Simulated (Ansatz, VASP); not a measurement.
# Au: VASP beside Ansatz

Contents of INCAR:

```
SYSTEM = Au
PREC     = Accurate       ! precision mode
ENCUT    = 600            ! plane-wave cutoff, eV
EDIFF    = 1E-7           ! SCF threshold, eV
ISMEAR   = 0              ! smearing method
SIGMA    = 0.1            ! smearing width, eV
LREAL    = .FALSE.        ! projectors in reciprocal space
LASPH    = .TRUE.         ! aspherical terms in the spheres
NELM     = 100            ! most SCF steps
ALGO     = Normal         ! electronic algorithm
ISIF     = 3              ! what is computed and relaxed
LWAVE    = .FALSE.        ! write WAVECAR
LCHARG   = .FALSE.        ! write CHGCAR
GGA      = PE             ! functional
IBRION   = 2              ! ionic algorithm
NSW      = 100            ! ionic steps
EDIFFG   = -0.01          ! ionic threshold
```

KPOINTS

```
regular mesh
0
G
  24 24 24
  0 0 0
```

POSCAR

```
Au
1.0
   -1.6498318325      1.6498318325      1.6498318325
    1.6498318325     -1.6498318325      1.6498318325
    1.6498318325      1.6498318325     -1.6498318325
Au
1
Direct
    0.0000000000      0.0000000000      0.0000000000
```

Input for Ansatz:

```yaml
crystal:
  lattice:
    - [-1.6498318325, 1.6498318325, 1.6498318325]
    - [1.6498318325, -1.6498318325, 1.6498318325]
    - [1.6498318325, 1.6498318325, -1.6498318325]
  atoms:
    - { symbol: Au, position: [0.0, 0.0, 0.0] }
basis:
  ecutwfc: 420
kpoints:
  mp_grid: { grid: [24, 24, 24] }
hamiltonian:
  xc: pbe
scf:
  occupations: { method: gaussian, width: 0.1 }
output:
  forces: true
  stress: true
  eigenvalues: true
  write_density: true
  write_potential: true
  elf: true
  volumetric_format: npy
relax:
  adjacent_minimum: "off"
  f_tol: 0.01
  max_steps: 80
  cell: { stress_tol: 0.05 }
```

Alike in both runs: task relaxation of cell and atoms; functional PBE; k mesh 24 × 24 × 24; occupations gaussian, width 0.1 eV; no spin polarisation.

```csv
,VASP,Ansatz
version,VASP 6.6.1,Ansatz 0.2.0
potentials or method,"VASP PAW PBE potentials, release 64 (Au), cutoff 600 eV","scalar-relativistic, plane waves, PAW"
valence electrons in the cell,11,19
```

Ansatz gave:

```
gap on the k mesh at the Fermi level, each at its own relaxed structure (eV) : none
relaxed volume (Å³/atom)                                                     : 18.02
relaxed cell length with the largest relative difference (Å)                 : 2.860
```

Question: What did VASP give for the same quantities?

Answer: gap on the k mesh at the Fermi level, each at its own relaxed structure (eV): none; relaxed volume (Å³/atom): 17.99; relaxed cell length with the largest relative difference (Å): 2.859.

A gap of «none» marks a metal or a gap that the smearing closes. VASP's potentials hold 11 valence electrons a cell and Ansatz's 19, so a difference there can come from the potentials and not from the codes.

Neither program's run includes spin-orbit coupling.
